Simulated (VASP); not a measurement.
Wanted: the native input for a VASP 6.6.1 run.

```yaml
Task: single point
Functional: LDA
Potentials_or_basis: VASP PAW LDA potentials, release 64 (W_sv, S)
Cutoff: 520 eV
k_mesh: 10 × 10 × 10
Occupations: fermi-dirac, width 0.05 eV
Spin: no spin polarisation
Dipole_correction: no
Further_INCAR_settings: ALGO = Normal; EDIFF = 1e-07; NBANDS = 20
```

The structure of WS2 lies in POSCAR:

```
WS2
1.0
    1.5684023653      0.9055175278      6.1219674337
   -1.5684023653      0.9055175278      6.1219674337
    0.0000000000     -1.8110350555      6.1219674337
W S
1 2
Direct
    0.0000000000      0.0000000000      0.0000000000
    0.5810000000      0.5810000000      0.5810000000
    0.7503000000      0.7503000000      0.7503000000
```

These files were run (other wordings do the same):

INCAR

```
SYSTEM = WS2
  PREC = Accurate
  ENCUT = 520
  EDIFF = 1E-7
  ISMEAR = -1
  SIGMA = 0.05
  LREAL = .False.
  LASPH = .True.
  NELM = 60
  ALGO = Normal
  ISIF = 2
  LWAVE = .False.
  LCHARG = .True.
  LELF = .True.
  LVHAR = .True.
  NBANDS = 20
```

KPOINTS

```
Automatic mesh
0
Gamma
  10 10 10
  0 0 0
```

Potentials or basis: VASP PAW LDA potentials, release 64 (W_sv, S).

The run is started by

```console
$ cat potpaw_LDA.64/W_sv/POTCAR potpaw_LDA.64/S/POTCAR > POTCAR
$ mpirun -np 1 vasp_std > vasp.out
```

It gave:

```json
{
 "Pressure": "0.2 GPa",
 "Largest force": "0.616 eV/Å",
 "Band gap on the k mesh": "0.97 eV (least direct gap 2.29 eV)"
}
```

Caveat: spin-orbit coupling is left out, which moves the levels of the heavy elements.

It took 8.8 min on 1 thread of Intel Xeon 8259CL, on a shared host, peak memory 0.33 GiB.
